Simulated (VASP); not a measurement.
A run of VASP 6.6.1:

INCAR

```
PREC     = Accurate       # precision mode
ENCUT    = 520            # plane-wave cutoff, eV
EDIFF    = 1E-6           # SCF threshold, eV
ISMEAR   = 0              # smearing method
SIGMA    = 0.02           # smearing width, eV
LREAL    = False          # projectors in reciprocal space
LASPH    = True           # aspherical terms in the spheres
NELM     = 100            # most SCF steps
ALGO     = Normal         # electronic algorithm
ISIF     = 2              # what is computed and relaxed
LWAVE    = False          # write WAVECAR
LCHARG   = False          # write CHGCAR
GGA      = PE             # functional
NBANDS   = 26             # bands
```

KPOINTS

```
regular mesh
0
Gamma
  12 12 6
```

The input POSCAR:

```
GaN
1.0
    3.4114730668      0.0000000000      0.0000000000
   -1.7057365334      2.9544223402      0.0000000000
    0.0000000000      0.0000000000      5.0544143570
Ga N
2 2
Direct
    0.6666666667      0.3333333333      0.4951384776
    0.3333333333      0.6666666667      0.9951384776
    0.6666666667      0.3333333333      0.8798615224
    0.3333333333      0.6666666667      0.3798615224
```

Potentials or basis: VASP PAW PBE potentials, release 64 (Ga_d, N).

The run is started by

```console
$ cat potpaw_PBE.64/Ga_d/POTCAR potpaw_PBE.64/N/POTCAR > POTCAR
$ mpirun -np 1 vasp_std > vasp.out
```

Hardware: 1 thread of AMD EPYC 9R45 (Zen 5), on a shared host.

How long does it take, and how much memory?

Run time: 47 s on 1 thread of AMD EPYC 9R45 (Zen 5), with other jobs on the host, peak memory 0.19 GiB. Counts: scf iterations 15, k points 76.
